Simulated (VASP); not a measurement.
Runs of VASP 6.6.1 on WS2. The structure is that of space group P4/mmm (No. 123), or close to it. The cells are those of the table. 

```tsv
task	cell	k mesh	smearing	k mesh for the DOS	occupations for the DOS	gap on the mesh (eV)	pressure (GPa)	largest force (eV/Å)
electric field gradients	a = 2.592, b = 2.592, c = 9.234 Å, 3 atoms	10 × 10 × 3	fermi-dirac 0.05 eV	-	-	none	0.8	(b)
single point	a = 2.557, b = 2.557, c = 9.109 Å, 3 atoms	10 × 10 × 3	fermi-dirac 0.05 eV	-	-	none	5.9	0.45
single point	a = 2.592, b = 2.592, c = 9.234 Å, 3 atoms	6 × 6 × 2	fermi-dirac 0.03 eV	-	-	none	(a)	0.32
single point	a = 2.643, b = 2.643, c = 9.415 Å, 3 atoms	10 × 10 × 3	fermi-dirac 0.05 eV	-	-	none	-5.2	0.45
```

Alike in all rows: level PBE; potentials or basis VASP PAW PBE potentials, release 64 (W_sv, S); no spin polarisation; cutoff (eV) 520.

Task: Fill in the values left out.

Result: (a) -0.6; (b) 0.05.

Caveats: some runs use coarse meshes; spin-orbit coupling is left out, which moves the levels of the heavy elements; this functional lacks dispersion, which binds the layers, so the pressure and a relaxed spacing across them are unreliable.

A k mesh can miss the band edges, and the runs leave out spin-orbit coupling on W.

A gap of «none» marks levels without a gap at the run's occupations.
